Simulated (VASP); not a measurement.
SrTiO3, 20 atoms in the cell. The typed cell holds 20 atoms: a = 3.907 Å, b = 7.814 Å, c = 7.814 Å, α = 90.00°, β = 90.00°, γ = 90.00°. 

| Property | Result |
| --- | --- |
| Program | VASP 6.6.1 |
| Task | single point |
| Functional | PBE |
| Potentials or basis | VASP PAW PBE potentials, release 64 (Sr_sv, Ti_sv, O) |
| Cutoff | 520 eV |
| k mesh | 4 × 2 × 2 |
| Occupations | fermi-dirac, width 0.02 eV |
| Spin | no spin polarisation |
| Dipole correction | no |
| Further INCAR settings | LREAL = Auto; ALGO = Normal; EDIFF = 1e-06; NBANDS = 96 |

Potentials or basis: VASP PAW PBE potentials, release 64 (Sr_sv, Ti_sv, O).

Launch:

```console
$ cat potpaw_PBE.64/Sr_sv/POTCAR potpaw_PBE.64/Ti_sv/POTCAR potpaw_PBE.64/O/POTCAR > POTCAR
$ mpirun -np 1 vasp_std > vasp.out
```

Hardware: 1 thread of Intel(R) Xeon(R) Platinum 8488C (Sapphire Rapids), with other jobs on the host.

Task: How long does it take, and how much memory?

Result: Run time: 9.2 min on 1 thread of Intel(R) Xeon(R) Platinum 8488C (Sapphire Rapids), on a shared host, peak memory 0.41 GiB. Counts: scf iterations 18, k points 12.
